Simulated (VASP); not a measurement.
Input of a VASP 6.6.1 run:

File INCAR:

```
PREC     = Accurate       # precision mode
ENCUT    = 520            # plane-wave cutoff, eV
EDIFF    = 1E-6           # SCF threshold, eV
ISMEAR   = -1             # smearing method
SIGMA    = 0.05           # smearing width, eV
LREAL    = False          # projectors in reciprocal space
LASPH    = True           # aspherical terms in the spheres
NELM     = 150            # most SCF steps
ALGO     = Normal         # electronic algorithm
ISIF     = 2              # what is computed and relaxed
LWAVE    = False          # write WAVECAR
LCHARG   = False          # write CHGCAR
ISPIN    = 2              # spin polarisation
MAGMOM   = 3 0            # initial moments
LORBIT   = 11             # projections on sites
LMAXMIX  = 4              # l up to which the mixer works
GGA      = RE             # functional
IVDW     = 12             # dispersion correction
NBANDS   = 18             # bands
```

The input KPOINTS:

```
Automatic mesh
0
Gamma
  11 11 11
```

The input POSCAR:

```
FeO
1.0
    0.0000000000      2.1443669369      2.1443669369
    2.1443669369      0.0000000000      2.1443669369
    2.1443669369      2.1443669369      0.0000000000
Fe O
1 1
Direct
    0.0000000000      0.0000000000      0.0000000000
    0.5000000000      0.5000000000      0.5000000000
```

Potentials or basis: VASP PAW PBE potentials, release 64 (Fe, O).

Command:

```bash
$ cat potpaw_PBE.64/Fe/POTCAR potpaw_PBE.64/O/POTCAR > POTCAR
$ mpirun -np 1 vasp_std > vasp.out
```

**Question.** Estimate the net moment.

**Answer.** 4.00 μB per cell.

**Question.** Predict the band gap on the k mesh.

**Answer.** Zero (filled and empty bands overlap).

Caveat: a cell with one magnetic atom can't hold antiferromagnetic order, which such compounds often take; semilocal functionals often make such compounds metallic where correlation or magnetic order opens a gap, which also shifts bond lengths.

**Experimental background.**

“W\"ustite: Electric, thermodynamic and optical properties of FeO”, 2012, arxiv:1203.1201 quotes, for a bulk crystal of FeO: band gap 2.4 eV (optical).

A measured gap of FeO is 2.4 eV (optical; quoted in “W\"ustite: Electric, thermodynamic and optical properties of FeO”, 2012, arxiv:1203.1201); the calculated 0.00 eV misses it by -2.40 eV. So large a miss can be the level of theory's own, or it may mean another phase, state or a wrong row. The value is that of revPBE+D3(BJ) on a finite k mesh, which can miss the band edges, without temperature or zero-point motion. Semilocal functionals fall short of measured gaps as a rule. The run's magnetic order (collinear spin, ferromagnetic start) needn't be the measured crystal's.
